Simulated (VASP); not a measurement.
Set up this calculation in VASP 6.6.1, as the native input.

| Quantity | Value |
| --- | --- |
| Task | relaxation of cell and atoms |
| Functional | PBE |
| Potentials or basis | VASP PAW PBE potentials, release 64 (Na_pv, Ge_d, W_sv) |
| Cutoff | 600 eV |
| k mesh | 4 × 4 × 4 |
| Occupations | gaussian, width 0.1 eV |
| Spin | no spin polarisation |
| Dipole correction | no |
| Further INCAR settings | ALGO = Fast; EDIFF = 1e-06; IBRION = 2; EDIFFG = -0.04; NSW = 90; ISIF = 3 |

The structure of Na4Ge3W lies in POSCAR:

```
Na4Ge3W
1.0
    5.0286176500      0.0000000000      0.0000000000
    0.0000000000      5.0286176500      0.0000000000
    0.0000000000      0.0000000000      5.0286176500
Na Ge W
4 3 1
Direct
    0.5000000000      0.0000000000      0.0000000000
    0.5000000000      0.5000000000      0.5000000000
    0.0000000000      0.0000000000      0.5000000000
    0.0000000000      0.5000000000      0.0000000000
    0.0000000000      0.5000000000      0.5000000000
    0.5000000000      0.0000000000      0.5000000000
    0.5000000000      0.5000000000      0.0000000000
    0.0000000000      0.0000000000      0.0000000000
```

The cell was generated, and may not be a known phase.

These files were run (other wordings do the same):

INCAR

```
  PREC = Accurate
  ENCUT = 600
  EDIFF = 1E-6
  ISMEAR = 0
  SIGMA = 0.1
  LREAL = False
  LASPH = True
  NELM = 100
  ALGO = Fast
  ISIF = 3
  LWAVE = False
  LCHARG = False
  GGA = PE
  IBRION = 2
  NSW = 90
  EDIFFG = -0.04
```

KPOINTS

```
Automatic mesh
0
Gamma
  4 4 4
```

Potentials or basis: VASP PAW PBE potentials, release 64 (Na_pv, Ge_d, W_sv).

The run is started by

```bash
$ cat potpaw_PBE.64/Na_pv/POTCAR potpaw_PBE.64/Ge_d/POTCAR potpaw_PBE.64/W_sv/POTCAR > POTCAR
$ mpirun -np 1 vasp_std > vasp.out
```

It gave:

```json
{
 "Relaxed volume": "24.92 Å³/atom",
 "Relaxed cell": "a = 5.842 Å, b = 5.842 Å, c = 5.842 Å, α = 90.00°, β = 90.00°, γ = 90.00°",
 "Space group after relaxing (to 0.1 Å)": "Pm-3m (No. 221)",
 "Energy gained by relaxing": "609.3 meV/atom",
 "Ionic steps": "4",
 "Pressure after relaxing": "0.0 GPa",
 "Band gap on the k mesh": "zero (bands 42 and 43 overlap by 0.23 eV)"
}
```

Caveat: the volume moved by over 15 % at a fixed basis, so the end points are rough; spin-orbit coupling is left out, which moves the levels of the heavy elements.

Wall time 16 min on 1 thread of Oxide Virtual Turin-like Processor (shared host), peak memory 0.26 GiB.
